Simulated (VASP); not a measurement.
The system is WSe2.

```xyz
6
Lattice="3.2900 0.0000 0.0000 -1.6450 2.8492 0.0000 0.0000 0.0000 12.9700" Properties=species:S:1:pos:R:3 pbc="T T T"
W     0.0000    1.8995    3.2425
W     1.6450    0.9497    9.7275
Se    0.0000    1.8995    8.0544
Se    1.6450    0.9497    1.5694
Se    0.0000    1.8995   11.4006
Se    1.6450    0.9497    4.9156
```

```yaml
Program: VASP 6.6.1
Task: relaxation of cell and atoms
Functional: LDA
Potentials_or_basis: VASP PAW LDA potentials, release 64 (W_sv, Se)
Cutoff: 600 eV
k_mesh: 12 × 12 × 3
Occupations: gaussian, width 0.01 eV
Spin: no spin polarisation
```

At the start: pressure -3.3 GPa; volume 20.26 Å³/atom.

Question: How do energy, volume and symmetry change on relaxing?

Answer: Over 32 steps the energy falls by 5.4 meV/atom and the volume is 19.62 Å³/atom (-3.2 %); space group P6_3/mmc (No. 194, to 0.05 Å).

Step by step:
| step | energy change (eV) | largest force (eV/Å) | pressure (GPa) | volume (Å³) |
| --- | --- | --- | --- | --- |
| 1 | 0.0000 | 0.2611 | -3.30 | 121.58 |
| 2 | 0.0961 | 1.0338 | 7.52 | 114.39 |
| 3 | -0.0274 | 0.1254 | -0.14 | 119.21 |
| 4 | -0.0274 | 0.1338 | -0.08 | 119.17 |
| 5 | -0.0312 | 0.0321 | -0.03 | 118.66 |
| 6 | -0.0312 | 0.0283 | -0.03 | 118.64 |
| 7 | -0.0314 | 0.0221 | -0.03 | 118.57 |
| 8 | -0.0319 | 0.0060 | -0.11 | 118.36 |
| 9 | -0.0324 | 0.0263 | -0.24 | 117.94 |
| 10 | -0.0325 | 0.0116 | -0.11 | 117.80 |
| 11 | -0.0325 | 0.0020 | -0.03 | 117.71 |
| 12 | -0.0325 | 0.0003 | -0.02 | 117.69 |
| 13 | -0.0325 | 0.0031 | 0.01 | 117.67 |
| 14 | -0.0325 | 0.0010 | 0.01 | 117.69 |
| 15 | -0.0325 | 0.0004 | 0.00 | 117.69 |
| 16 | -0.0325 | 0.0049 | -0.03 | 117.70 |
| 17 | -0.0325 | 0.0039 | -0.02 | 117.70 |
| 18 | -0.0325 | 0.0022 | -0.03 | 117.69 |
| 19 | -0.0325 | 0.0015 | -0.01 | 117.69 |
| 20 | -0.0325 | 0.0010 | -0.02 | 117.69 |
| 21 | -0.0325 | 0.0003 | 0.01 | 117.67 |
| 22 | -0.0325 | 0.0005 | 0.01 | 117.67 |
| 23 | -0.0325 | 0.0036 | 0.01 | 117.68 |
| 24 | -0.0325 | 0.0012 | 0.00 | 117.68 |
| 25 | -0.0325 | 0.0010 | 0.01 | 117.67 |
| 26 | -0.0325 | 0.0008 | 0.01 | 117.67 |
| 27 | -0.0325 | 0.0008 | 0.01 | 117.67 |
| 28 | -0.0325 | 0.0008 | 0.01 | 117.67 |
| 29 | -0.0325 | 0.0012 | 0.02 | 117.68 |
| 30 | -0.0325 | 0.0027 | 0.00 | 117.70 |
| 31 | -0.0325 | 0.0017 | -0.01 | 117.70 |
| 32 | -0.0325 | 0.0007 | 0.00 | 117.71 |

Final structure:
```
W Se
1.0
     3.25518    0.00000    0.00000
    -1.62759    2.81907    0.00000
     0.00000    0.00000   12.82689
W Se
2 4
Direct
  0.33333 0.66667 0.25000
  0.66667 0.33333 0.75000
  0.33333 0.66667 0.61978
  0.66667 0.33333 0.11978
  0.33333 0.66667 0.88022
  0.66667 0.33333 0.38022
```
